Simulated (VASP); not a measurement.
# Si (Fd-3m) in VASP: a series of runs

Si is run at these levels: PBE; tasks: single point.

All numbers are computed with VASP 6.6.1; they aren't measurements. Logs are shortened: lines on timing, memory, paths and dates and some standing lists are left out, and cuts for length are marked.

**1. The cell of the first run**

Symmetry: Fd-3m, No. 227, cubic system. The conventional cell has a = 5.470 Å, b = 5.470 Å, c = 5.470 Å, α = 90.00°, β = 90.00°, γ = 90.00°. Si (site symmetry -43m) has 4 Si at 2.37 Å within 3.1 Å.

**2. Single point, PBE**

Input file INCAR:

```
SYSTEM = Si
PREC = Accurate ; ENCUT = 520
EDIFF = 1E-7 ; ISMEAR = 0
SIGMA = 0.01 ; LREAL = .FALSE.
LASPH = .TRUE. ; NELM = 100
ALGO = Normal ; ISIF = 2
LWAVE = .FALSE. ; LCHARG = .TRUE.
GGA = PE ; LELF = .TRUE.
LVHAR = .TRUE. ; NBANDS = 11
```

Input file KPOINTS:

```
Automatic mesh
0
G
  8 8 8
  0 0 0
```

Input file POSCAR:

```
Si
1.0
    0.0000000000      2.7350468813      2.7350468813
    2.7350468813      0.0000000000      2.7350468813
    2.7350468813      2.7350468813      0.0000000000
Si
2
Direct
    0.7500000000      0.7500000000      0.7500000000
    0.5000000000      0.5000000000      0.5000000000
```

Potentials or basis: VASP PAW PBE potentials, release 64 (Si).

Command:

```
$ cat potpaw_PBE.64/Si/POTCAR > POTCAR
$ mpirun -np 1 vasp_std > vasp.out
```

OUTCAR:

```text
SYSTEM = Si
   PREC = Accurate
   ENCUT = 520
   EDIFF = 1E-7
   ISMEAR = 0
   LREAL = .FALSE.
   LASPH = .TRUE.
   NELM = 100
   ISIF = 2
   GGA = PE

 ion  position               nearest neighbor table
   1  0.750  0.750  0.750-   2 2.37   2 2.37   2 2.37   2 2.37
   2  0.500  0.500  0.500-   1 2.37   1 2.37   1 2.37   1 2.37

  LATTYP: Found a face centered cubic cell.
 ALAT       =     5.4700937626

  Lattice vectors:

 A1 = (   0.0000000000,   2.7350468813,   2.7350468813)
 A2 = (   2.7350468813,   0.0000000000,   2.7350468813)
 A3 = (   2.7350468813,   2.7350468813,   0.0000000000)

Analysis of symmetry for initial positions (statically):
=====================================================================
 Subroutine PRICEL returns:
 Original cell was already a primitive cell.

 Routine SETGRP: Setting up the symmetry group for a
 face centered cubic supercell.

 Subroutine GETGRP returns: Found 48 space group operations
 (whereof 24 operations were pure point group operations)
 out of a pool of 48 trial point group operations.

The static configuration has the point symmetry T_d .
 The point group associated with its full space group is O_h .

Analysis of symmetry for dynamics (positions and initial velocities):
=====================================================================
 Subroutine PRICEL returns:
 Original cell was already a primitive cell.

 Routine SETGRP: Setting up the symmetry group for a
 face centered cubic supercell.

 Subroutine GETGRP returns: Found 48 space group operations
 (whereof 24 operations were pure point group operations)
 out of a pool of 48 trial point group operations.

The dynamic configuration has the point symmetry T_d .
 The point group associated with its full space group is O_h .

 Subroutine INISYM returns: Found 48 space group operations
 (whereof 24 operations are pure point group operations),
 and found     1 'primitive' translations

----------------------------------------------------------------------------------------

                                     Primitive cell

  volume of cell :      40.9189

  direct lattice vectors                    reciprocal lattice vectors
     0.000000000  2.735046881  2.735046881    -0.182812223  0.182812223  0.182812223
     2.735046881  0.000000000  2.735046881     0.182812223 -0.182812223  0.182812223
     2.735046881  2.735046881  0.000000000     0.182812223  0.182812223 -0.182812223

  length of vectors
     3.867940393  3.867940393  3.867940393     0.316640058  0.316640058  0.316640058

  position of ions in fractional coordinates (direct lattice)
     0.750000000  0.750000000  0.750000000
[... 83 lines left out ...]
   NFREE  =      0    steps in history (QN), initial steepest desc. (CG)
   ISIF   =      2    stress and relaxation
   ISYM   =      2    0-nonsym 1-usesym 2-fastsym
   POTIM  = 0.5000    time-step for ionic-motion
   TEBEG  =    0.0;   TEEND  =   0.0 temperature during run
   PSTRESS=    0.0 pullay stress
   NELECT =       8.0000    total number of electrons
   NUPDOWN=      -1.0000    fix difference up-down
   EMIN   =  10.00;   EMAX   =-10.00  energy-range for DOS
   EFERMI =   0.00;   METHOD = LEGACY
   ISMEAR =     0;   SIGMA  =   0.01  broadening in eV -4-tet -1-fermi 0-gaus
   EFERMI_NEDOS =   21; number of points for ismear=-14 and -15
   IALGO  =     38    algorithm
   IMIX   =      4    mixing-type and parameters
     AMIX     =   0.40;   BMIX     =  1.00
     AMIX_MAG =   1.60;   BMIX_MAG =  1.00
  volume/ion in A,a.u.               =      20.46       138.07
  Fermi-wavevector in a.u.,A,eV,Ry     =   0.950160  1.795542 12.283393  0.902804
  Thomas-Fermi vector in A             =   2.078511
   LORBIT       =      0    0 simple, 1 ext, 2 COOP (PROOUT), +10 PAW based schemes
   GGA     = PE    functional components
   LHFCALC =     F    Hartree Fock is set to
   AEXX    =    0.0000 exact exchange contribution
   IVDW    =     0    specifies the selected vdW correction
   LEPSILON=     F    determine dielectric tensor
   LRPA    =     F    only Hartree local field effects (RPA)
 non-spin polarized calculation
 Gauss-broadening in eV      SIGMA  =   0.01
  energy-cutoff  :      520.00
  volume of cell :       40.92
 maximum number of plane-waves:      1124
 NGX is ok and might be reduce to    30
   NGX = 15   NGY = 15   NGZ = 15

 number of electron       8.0000001 magnetization

 Free energy of the ion-electron system (eV)
  ---------------------------------------------------
  ext. energy  EPLUGINS =         0.00000000
  ---------------------------------------------------
  free energy    TOTEN  =       -10.84608153 eV

  energy without entropy =      -10.84608153  energy(sigma->0) =      -10.84608153

 E-fermi :   5.7221     XC(G=0):  -9.3234

 val. band max:        5.6101192711   @ k =   0.0000   0.0000   0.0000
 cond. band min:       6.2613495628   @ k =   0.3750   0.3750   0.0000
 fundamental gap:      0.6512302917
 Fermi energy:         5.7221420019

 k-point     1 :       0.0000    0.0000    0.0000
  band No.  band energies     occupation
      1      -6.1997      2.00000
      2       5.6101      2.00000
      3       5.6101      2.00000
      4       5.6101      2.00000
      5       8.1661      0.00000
      6       8.1661      0.00000
      7       8.1661      0.00000
      8       8.7356      0.00000
      9      13.3182      0.00000
     10      13.3182      0.00000
     11      13.4849      0.00000
[... 309 lines left out ...]
 k-point    24 :      -0.3750    0.2500    0.1250
  band No.  band energies     occupation
      1      -3.3933      2.00000
      2      -1.0947      2.00000
      3       2.2246      2.00000
      4       3.5010      2.00000
      5       8.6322      0.00000
      6       8.7567      0.00000
      7      11.4547      0.00000
      8      12.6746      0.00000
      9      12.9142      0.00000
     10      16.1154      0.00000
     11      17.1586      0.00000

 [... further k-points ...]
[... 5 lines left out ...]
  --------------------------------------------------------------------------------------
  -------------------------------------------------------------------------------------
  Total       -0.0175165     -0.0175165     -0.0175165      0.0000000      0.0000000     -0.0000000
  in kB       -0.6858558     -0.6858558     -0.6858558      0.0000000      0.0000000     -0.0000000
  external PRESSURE =      -0.6858558 kB  Pullay stress =       0.0000000 kB

 VOLUME and BASIS-vectors are now :
 -----------------------------------------------------------------------------
  energy-cutoff  :      520.00
  volume of cell :       40.92
      direct lattice vectors                 reciprocal lattice vectors
     0.000000000  2.735046881  2.735046881    -0.182812223  0.182812223  0.182812223
     2.735046881  0.000000000  2.735046881     0.182812223 -0.182812223  0.182812223
     2.735046881  2.735046881  0.000000000     0.182812223  0.182812223 -0.182812223

 POSITION                                       TOTAL-FORCE (eV/Angst)
 -----------------------------------------------------------------------------------
      4.10257      4.10257      4.10257        -0.000000     -0.000000     -0.000000
      2.73505      2.73505      2.73505         0.000000      0.000000      0.000000
 -----------------------------------------------------------------------------------
    total drift:                                0.000000     -0.000000     -0.000000

  FREE ENERGIE OF THE ION-ELECTRON SYSTEM (eV)
  ---------------------------------------------------
  free  energy   TOTEN  =       -10.8460815269 eV

  energy  without entropy=      -10.8460815269  energy(sigma->0) =      -10.84608153
```

Wall time 13 s (1 thread of AMD EPYC 9R45 (Zen 5), shared host); peak memory 0.12 GiB.

Results:

```yaml
Free_energy: -10.8461 eV
Pressure: -0.1 GPa
Band_gap_on_the_k_mesh: 0.65 eV, indirect (least direct gap 2.56 eV)
```

A k mesh can miss the band edges. Expect the measured gap to be larger: semilocal functionals such as PBE lack the derivative discontinuity.

**3. Single point, PBE, collinear spin, antiferromagnetic start**

Input file INCAR:

```
PREC = Accurate
ENCUT = 500
EDIFF = 1E-6
ISMEAR = 0
SIGMA = 0.02
LREAL = False
LASPH = True
NELM = 200
ALGO = Normal
ISIF = 2
LWAVE = False
LCHARG = True
ISPIN = 2
MAGMOM = 2 -2
LORBIT = 11
GGA = PE
LELF = True
LVHAR = True
NBANDS = 15
GGA_COMPAT = False
```

Input file KPOINTS:

```
regular mesh
0
Gamma
  8 8 8
```

POSCAR is that of step 2.

Potentials or basis: VASP PAW PBE potentials, release 64 (Si).

Command:

```
$ cat potpaw_PBE.64/Si/POTCAR > POTCAR
$ mpirun -np 1 vasp_std > vasp.out
```

Wall time 20 s (1 thread of AMD EPYC 9R45 (Zen 5), shared host); peak memory 0.14 GiB.

Results (log left out):

| Quantity | Value |
| --- | --- |
| Free energy | -10.8461 eV |
| Pressure | -0.1 GPa |
| Band gap on the k mesh | 0.65 eV, indirect (least direct gap 2.56 eV) |
| Net moment | 0.00 μB per cell |
| Valence electrons inside the program's atomic spheres | Si 1.68 |

Levels at points of the mesh, in eV from the valence-band top:
Spin up:
```
           k point  band 1  band 2  band 3  band 4  band 5  band 6  band 7  band 8  band 9
(0.00, 0.00, 0.00)  -11.81    0.00    0.00    0.00    2.56    2.56    2.56    3.13    7.71
(0.50, 0.00, 0.00)   -9.53   -6.87   -1.18   -1.18    1.46    3.35    3.35    7.70   10.49
(0.50, 0.50, 0.00)   -7.74   -7.74   -2.79   -2.79    0.75    0.75    9.93    9.93   10.90
```
Spin down:
```
           k point  band 2  band 3  band 4  band 5  band 6  band 7
(0.00, 0.00, 0.00)    0.00    0.00    0.00    2.56    2.56    2.56
(0.50, 0.00, 0.00)   -6.87   -1.18   -1.18    1.46    3.35    3.35
(0.50, 0.50, 0.00)   -7.74   -2.79   -2.79    0.75    0.75    9.93
```
